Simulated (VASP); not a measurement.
Set up this calculation in VASP 6.6.1, as the native input.

```
Task                   : single point
Functional             : PBE
Potentials or basis    : VASP PAW PBE potentials, release 64 (P, In_d, Bi_d)
Cutoff                 : 520 eV
k mesh                 : 6 × 6 × 4
Occupations            : fermi-dirac, width 0.02 eV
Spin                   : no spin polarisation
Dipole correction      : no
Further INCAR settings : ALGO = Normal; EDIFF = 1e-06; NBANDS = 31
```

The structure of In2BiP lies in POSCAR:

```
In2BiP
1.0
    4.5093187289      0.0000000000      0.0000000000
    0.0000000000      4.5093187289      0.0000000000
    0.0000000000      0.0000000000      6.4497006100
P In Bi
1 2 1
Direct
    0.0000000000      0.0000000000      0.0000000000
    0.0000000000      0.5000000000      0.7820973614
    0.5000000000      0.0000000000      0.2179026386
    0.5000000000      0.5000000000      0.5000000000
```

One way to write it, as run:

INCAR

```
  PREC = Accurate
  ENCUT = 520
  EDIFF = 1E-6
  ISMEAR = -1
  SIGMA = 0.02
  LREAL = False
  LASPH = True
  NELM = 100
  ALGO = Normal
  ISIF = 2
  LWAVE = False
  LCHARG = True
  GGA = PE
  LELF = True
  LVHAR = True
  NBANDS = 31
```

KPOINTS

```
regular mesh
0
Gamma
  6 6 4
```

Potentials or basis: VASP PAW PBE potentials, release 64 (P, In_d, Bi_d).

Command:

```bash
$ cat potpaw_PBE.64/P/POTCAR potpaw_PBE.64/In_d/POTCAR potpaw_PBE.64/Bi_d/POTCAR > POTCAR
$ mpirun -np 1 vasp_std > vasp.out
```

Results of the run:

```json
{
 "Pressure": "0.0 GPa",
 "Band gap on the k mesh": "zero (filled and empty bands touch)"
}
```

Caveat: spin-orbit coupling is left out, which moves the levels of the heavy elements.

Run time: 79 s on 1 thread of Intel(R) Xeon(R) 6975P-C (Granite Rapids), with other jobs on the host, peak memory 0.3 GiB.
